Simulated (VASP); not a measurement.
# TiO2 (Brookite) (Pbca) in VASP: single point with PBE

Aim: the single point of TiO2 (Brookite) with PBE.

All numbers are computed with VASP 6.6.1; they aren't measurements. Logs are shortened: lines on timing, memory, paths and dates and some standing lists are left out, and cuts for length are marked.

### 1 The cell of the first run

Symmetry: Pbca, No. 61, orthorhombic system. Conventional cell: a = 5.138 Å, b = 9.174 Å, c = 5.449 Å, α = 90.00°, β = 90.00°, γ = 90.00°. Within 2.5 Å of Ti (site symmetry 1) lie 6 O at 1.86 to 2.07 Å. Within 2.5 Å of O (site symmetry 1) lie 3 Ti at 1.86 to 2.01 Å. O (site symmetry 1) has 3 Ti at 1.91 to 2.07 Å within 2.5 Å.

### 2 Single point, PBE

Contents of INCAR:

```
ALGO = Normal
EDIFF = 1E-7
ENCUT = 520
GGA = PE
ISIF = 2
ISMEAR = -1
LASPH = T
LCHARG = T
LELF = T
LREAL = Auto
LVHAR = T
LWAVE = F
NBANDS = 114
NELM = 100
PREC = Accurate
SIGMA = 0.02
```

Contents of KPOINTS:

```
k-points
0
Gamma
  5 3 5
```

Contents of POSCAR:

```
TiO2
1.0
    5.1380000000      0.0000000000      0.0000000000
    0.0000000000      9.1740000000      0.0000000000
    0.0000000000      0.0000000000      5.4490000000
Ti O
8 16
Direct
    0.1389704905      0.1289709512      0.9051457931
    0.6389704905      0.3710290488      0.0948542069
    0.8610295095      0.6289709512      0.5948542069
    0.3610295095      0.8710290488      0.4051457931
    0.8610295095      0.8710290488      0.0948542069
    0.3610295095      0.6289709512      0.9051457931
    0.1389704905      0.3710290488      0.4051457931
    0.6389704905      0.1289709512      0.5948542069
    0.8153489216      0.0095502383      0.8506151269
    0.3153489216      0.4904497617      0.1493848731
    0.1846510784      0.5095502383      0.6493848731
    0.6846510784      0.9904497617      0.3506151269
    0.1846510784      0.9904497617      0.1493848731
    0.6846510784      0.5095502383      0.8506151269
    0.8153489216      0.4904497617      0.3506151269
    0.3153489216      0.0095502383      0.6493848731
    0.4641634698      0.2303347093      0.8906642921
    0.9641634698      0.2696652907      0.1093357079
    0.5358365302      0.7303347093      0.6093357079
    0.0358365302      0.7696652907      0.3906642921
    0.5358365302      0.7696652907      0.1093357079
    0.0358365302      0.7303347093      0.8906642921
    0.4641634698      0.2696652907      0.3906642921
    0.9641634698      0.2303347093      0.6093357079
```

Potentials or basis: VASP PAW PBE potentials, release 64 (Ti_sv, O).

Run with:

```sh
$ cat potpaw_PBE.64/Ti_sv/POTCAR potpaw_PBE.64/O/POTCAR > POTCAR
$ mpirun -np 1 vasp_std > vasp.out
```

OUTCAR:

```text
EDIFF = 1E-7
   ENCUT = 520
   GGA = PE
   ISIF = 2
   ISMEAR = -1
   LASPH = T
   LREAL = Auto
   NELM = 100
   PREC = Accurate

 ion  position               nearest neighbor table
   1  0.139  0.129  0.905-  13 1.86  17 1.91  18 1.93  16 1.99   9 2.01  24 2.07
   2  0.639  0.371  0.095-  14 1.86  18 1.91  17 1.93  15 1.99  10 2.01  23 2.07
   3  0.861  0.629  0.595-  15 1.86  19 1.91  20 1.93  14 1.99  11 2.01  22 2.07
   4  0.361  0.871  0.405-  16 1.86  20 1.91  19 1.93  13 1.99  12 2.01  21 2.07
   5  0.861  0.871  0.095-   9 1.86  21 1.91  22 1.93  12 1.99  13 2.01  20 2.07
   6  0.361  0.629  0.905-  10 1.86  22 1.91  21 1.93  11 1.99  14 2.01  19 2.07
   7  0.139  0.371  0.405-  11 1.86  23 1.91  24 1.93  10 1.99  15 2.01  18 2.07
   8  0.639  0.129  0.595-  12 1.86  24 1.91  23 1.93   9 1.99  16 2.01  17 2.07
   9  0.815  0.010  0.851-   5 1.86   8 1.99   1 2.01
  10  0.315  0.490  0.149-   6 1.86   7 1.99   2 2.01
  11  0.185  0.510  0.649-   7 1.86   6 1.99   3 2.01
  12  0.685  0.990  0.351-   8 1.86   5 1.99   4 2.01
  13  0.185  0.990  0.149-   1 1.86   4 1.99   5 2.01
  14  0.685  0.510  0.851-   2 1.86   3 1.99   6 2.01
[... 8 lines left out ...]
  23  0.464  0.270  0.391-   7 1.91   8 1.93   2 2.07
  24  0.964  0.230  0.609-   8 1.91   7 1.93   1 2.07

  LATTYP: Found a simple orthorhombic cell.
 ALAT       =     5.1380000000
 B/A-ratio  =     1.0605293889
 C/A-ratio  =     1.7855196575

  Lattice vectors:

 A1 = (  -5.1380000000,   0.0000000000,   0.0000000000)
 A2 = (   0.0000000000,   0.0000000000,   5.4490000000)
 A3 = (   0.0000000000,   9.1740000000,   0.0000000000)

Analysis of symmetry for initial positions (statically):
=====================================================================
 Subroutine PRICEL returns:
 Original cell was already a primitive cell.

 Routine SETGRP: Setting up the symmetry group for a
 simple orthorhombic supercell.

 Subroutine GETGRP returns: Found  8 space group operations
 (whereof  2 operations were pure point group operations)
 out of a pool of  8 trial point group operations.

The static configuration has the point symmetry S_2 .
 The point group associated with its full space group is D_2h.

Analysis of symmetry for dynamics (positions and initial velocities):
=====================================================================
 Subroutine PRICEL returns:
 Original cell was already a primitive cell.

 Routine SETGRP: Setting up the symmetry group for a
 simple orthorhombic supercell.

 Subroutine GETGRP returns: Found  8 space group operations
 (whereof  2 operations were pure point group operations)
 out of a pool of  8 trial point group operations.

The dynamic configuration has the point symmetry S_2 .
 The point group associated with its full space group is D_2h.

 Subroutine INISYM returns: Found  8 space group operations
 (whereof  2 operations are pure point group operations),
 and found     1 'primitive' translations

----------------------------------------------------------------------------------------

                                     Primitive cell

  volume of cell :     256.8441

  direct lattice vectors                    reciprocal lattice vectors
     5.138000000  0.000000000  0.000000000     0.194628260  0.000000000  0.000000000
     0.000000000  9.174000000  0.000000000     0.000000000  0.109003706  0.000000000
     0.000000000  0.000000000  5.449000000     0.000000000  0.000000000  0.183519912

  length of vectors
     5.138000000  9.174000000  5.449000000     0.194628260  0.109003706  0.183519912

  position of ions in fractional coordinates (direct lattice)
     0.138970491  0.128970951  0.905145793
     0.638970491  0.371029049  0.094854207
     0.861029509  0.628970951  0.594854207
     0.361029509  0.871029049  0.405145793
     0.861029509  0.871029049  0.094854207
     0.361029509  0.628970951  0.905145793
[... 16 lines left out ...]
     0.464163470  0.269665291  0.390664292
     0.964163470  0.230334709  0.609335708

  ion indices of the primitive-cell ions
   primitive index   ion index
                 1           1
                 2           2
                 3           3
                 4           4
                 5           5
                 6           6
[... 16 lines left out ...]
                23          23
                24          24

----------------------------------------------------------------------------------------

 KPOINTS: k-points

Automatic generation of k-mesh.
 Grid dimensions read from file:
 generate k-points for:    5    3    5

 Generating k-lattice:

  Cartesian coordinates                     Fractional coordinates (reciprocal lattice)
     0.038925652  0.000000000  0.000000000     0.200000000  0.000000000  0.000000000
     0.000000000  0.036334569  0.000000000     0.000000000  0.333333333  0.000000000
     0.000000000  0.000000000  0.036703982     0.000000000  0.000000000  0.200000000

  Length of vectors
     0.038925652  0.036334569  0.036703982

  Shift w.r.t. Gamma in fractional coordinates (k-lattice)
     0.000000000  0.000000000  0.000000000

 Subroutine IBZKPT returns following result:
 ===========================================

 Found     18 irreducible k-points:

 Following reciprocal coordinates:
            Coordinates               Weight
  0.000000  0.000000  0.000000      1.000000
  0.200000  0.000000  0.000000      2.000000
  0.400000  0.000000  0.000000      2.000000
  0.000000  0.333333  0.000000      2.000000
  0.200000  0.333333  0.000000      4.000000
  0.400000  0.333333  0.000000      4.000000
[... 10 lines left out ...]
  0.200000  0.333333  0.400000      8.000000
  0.400000  0.333333  0.400000      8.000000
   k-points           NKPTS =     18   k-points in BZ     NKDIM =     18   number of bands    NBANDS=    114
   number of dos      NEDOS =    301   number of ions     NIONS =     24
   total plane-waves  NPLWV = 117600
   dimension x,y,z NGX =    40 NGY =   70 NGZ =   42
   dimension x,y,z NGXF=    80 NGYF=  140 NGZF=   84
   ions per type =               8  16
   NGX,Y,Z   is equivalent  to a cutoff of  12.94, 12.68, 12.81 a.u.
   NGXF,Y,Z  is equivalent  to a cutoff of  25.88, 25.37, 25.63 a.u.
 SYSTEM =  unknown system
   PREC   = accura    normal or accurate (medium, high low for compatibility)
   ISTART =      0    job   : 0-new  1-cont  2-samecut
   ICHARG =      2    charge: 1-file 2-atom 10-const
   ISPIN  =      1    spin polarized calculation?
   LNONCOLLINEAR =      F non collinear calculations
   LSORBIT =      F    spin-orbit coupling
   LASPH  =      T    aspherical Exc in radial PAW
   ENCUT  =  520.0 eV  38.22 Ry    6.18 a.u.   9.55 17.06 10.13*2*pi/ulx,y,z
   NELM   =    100;   NELMIN=  2; NELMDL= -5     # of ELM steps
   EDIFF  = 0.1E-06   stopping-criterion for ELM
   LREAL  =      T    real-space projection
   EDIFFG = 0.1E-05   stopping-criterion for IOM
   NSW    =      0    number of steps for IOM
   IBRION =     -1    ionic relax: 0-MD 1-quasi-New 2-CG
   NFREE  =      0    steps in history (QN), initial steepest desc. (CG)
   ISIF   =      2    stress and relaxation
   ISYM   =      2    0-nonsym 1-usesym 2-fastsym
   POTIM  = 0.5000    time-step for ionic-motion
   TEBEG  =    0.0;   TEEND  =   0.0 temperature during run
   PSTRESS=    0.0 pullay stress
   NELECT =     192.0000    total number of electrons
   NUPDOWN=      -1.0000    fix difference up-down
   EMIN   =  10.00;   EMAX   =-10.00  energy-range for DOS
   EFERMI =   0.00;   METHOD = LEGACY
   ISMEAR =    -1;   SIGMA  =   0.02  broadening in eV -4-tet -1-fermi 0-gaus
   EFERMI_NEDOS =   21; number of points for ismear=-14 and -15
   IALGO  =     38    algorithm
   IMIX   =      4    mixing-type and parameters
     AMIX     =   0.40;   BMIX     =  1.00
     AMIX_MAG =   1.60;   BMIX_MAG =  1.00
  volume/ion in A,a.u.               =      10.70        72.22
  Fermi-wavevector in a.u.,A,eV,Ry     =   1.485772  2.807701 30.035092  2.207517
  Thomas-Fermi vector in A             =   2.599141
   LORBIT       =      0    0 simple, 1 ext, 2 COOP (PROOUT), +10 PAW based schemes
   GGA     = PE    functional components
   LHFCALC =     F    Hartree Fock is set to
   AEXX    =    0.0000 exact exchange contribution
   IVDW    =     0    specifies the selected vdW correction
   LEPSILON=     F    determine dielectric tensor
   LRPA    =     F    only Hartree local field effects (RPA)
 non-spin polarized calculation
  energy-cutoff  :      520.00
  volume of cell :      256.84
 maximum number of plane-waves:      6952
 NGX is ok and might be reduce to    40
   NGX = 19   NGY = 35   NGZ = 21

 number of electron     191.9999994 magnetization

 Free energy of the ion-electron system (eV)
  ---------------------------------------------------
  ext. energy  EPLUGINS =         0.00000000
  ---------------------------------------------------
  free energy    TOTEN  =      -214.98191283 eV

  energy without entropy =     -214.98191283  energy(sigma->0) =     -214.98191283

 E-fermi :   4.6100     XC(G=0): -11.1948

 val. band max:        4.1477619152   @ k =   0.0000   0.0000   0.0000
 cond. band min:       6.4887300520   @ k =   0.0000   0.0000   0.0000
 fundamental gap:      2.3409681368
 Fermi energy:         4.6099848517

 k-point     1 :       0.0000    0.0000    0.0000
  band No.  band energies     occupation
      1     -52.3158      2.00000
      2     -52.3060      2.00000
      3     -52.2923      2.00000
      4     -52.2835      2.00000
      5     -52.2833      2.00000
      6     -52.2825      2.00000
[... 100 lines left out ...]
    107       7.4500      0.00000
    108       7.5470      0.00000

 k-point     2 :       0.2000    0.0000    0.0000
  band No.  band energies     occupation
      1     -52.3127      2.00000
      2     -52.3039      2.00000
      3     -52.2896      2.00000
      4     -52.2864      2.00000
      5     -52.2857      2.00000
      6     -52.2808      2.00000
[... 1768 lines left out ...]
 k-point    18 :       0.4000    0.3333    0.4000
  band No.  band energies     occupation
      1     -52.2999      2.00000
      2     -52.2984      2.00000
      3     -52.2965      2.00000
      4     -52.2965      2.00000
      5     -52.2770      2.00000
      6     -52.2756      2.00000
[... 100 lines left out ...]
    107       7.5481      0.00000
    108       7.5638      0.00000
 [bands above 108 left out]

------------------------ aborting loop because EDIFF is reached ----------------------------------------

  FORCE on cell =-STRESS in cart. coord.  units (eV):
  Direction    XX          YY          ZZ          XY          YZ          ZX
  --------------------------------------------------------------------------------------
  -------------------------------------------------------------------------------------
  Total        8.8120620      9.5611124      9.5232745      0.0000000      0.0000000      0.0000000
  in kB       54.9690821     59.6416108     59.4055800      0.0000000      0.0000000      0.0000000
  external PRESSURE =      58.0054243 kB  Pullay stress =       0.0000000 kB

 VOLUME and BASIS-vectors are now :
 -----------------------------------------------------------------------------
  energy-cutoff  :      520.00
  volume of cell :      256.84
      direct lattice vectors                 reciprocal lattice vectors
     5.138000000  0.000000000  0.000000000     0.194628260  0.000000000  0.000000000
     0.000000000  9.174000000  0.000000000     0.000000000  0.109003706  0.000000000
     0.000000000  0.000000000  5.449000000     0.000000000  0.000000000  0.183519912

 POSITION                                       TOTAL-FORCE (eV/Angst)
 -----------------------------------------------------------------------------------
      0.71403      1.18318      4.93214         0.007712      0.024611     -0.031165
      3.28303      3.40382      0.51686         0.007712     -0.024611      0.031165
      4.42397      5.77018      3.24136        -0.007712      0.024611      0.031165
      1.85497      7.99082      2.20764        -0.007712     -0.024611     -0.031165
      4.42397      7.99082      0.51686        -0.007712     -0.024611      0.031165
      1.85497      5.77018      4.93214        -0.007712      0.024611     -0.031165
[... 16 lines left out ...]
      2.38487      2.47391      2.12873         0.012321      0.000733     -0.009199
      4.95387      2.11309      3.32027         0.012321     -0.000733      0.009199
 -----------------------------------------------------------------------------------
    total drift:                                0.000000     -0.000000      0.000000

  FREE ENERGIE OF THE ION-ELECTRON SYSTEM (eV)
  ---------------------------------------------------
  free  energy   TOTEN  =      -214.9819128306 eV

  energy  without entropy=     -214.9819128306  energy(sigma->0) =     -214.98191283
```

Wall time 17 min (1 thread of Intel Xeon Platinum 8488C (Sapphire Rapids), shared host); peak memory 0.51 GiB.

What came out:

* Free energy: -214.9819 eV
* Pressure: 5.8 GPa
* Largest force: 0.041 eV/Å
* Band gap on the k mesh: 2.34 eV, direct

Forces in eV/Å, atoms in the order of the input:
```
Ti   0.008  0.025 -0.031
Ti   0.008 -0.025  0.031
Ti  -0.008  0.025  0.031
Ti  -0.008 -0.025 -0.031
Ti  -0.008 -0.025  0.031
Ti  -0.008  0.025 -0.031
Ti   0.008 -0.025 -0.031
Ti   0.008  0.025  0.031
O   -0.026  0.013 -0.028
O   -0.026 -0.013  0.028
O    0.026  0.013  0.028
O    0.026 -0.013 -0.028
O    0.026 -0.013  0.028
O    0.026  0.013 -0.028
O   -0.026 -0.013 -0.028
O   -0.026  0.013  0.028
O    0.012 -0.001 -0.009
O    0.012  0.001  0.009
O   -0.012 -0.001  0.009
O   -0.012  0.001 -0.009
O   -0.012  0.001  0.009
O   -0.012 -0.001 -0.009
O    0.012  0.001 -0.009
O    0.012 -0.001  0.009
```

A k mesh can miss the band edges. PBE gaps usually lie below the measured ones, often by a third to a half.
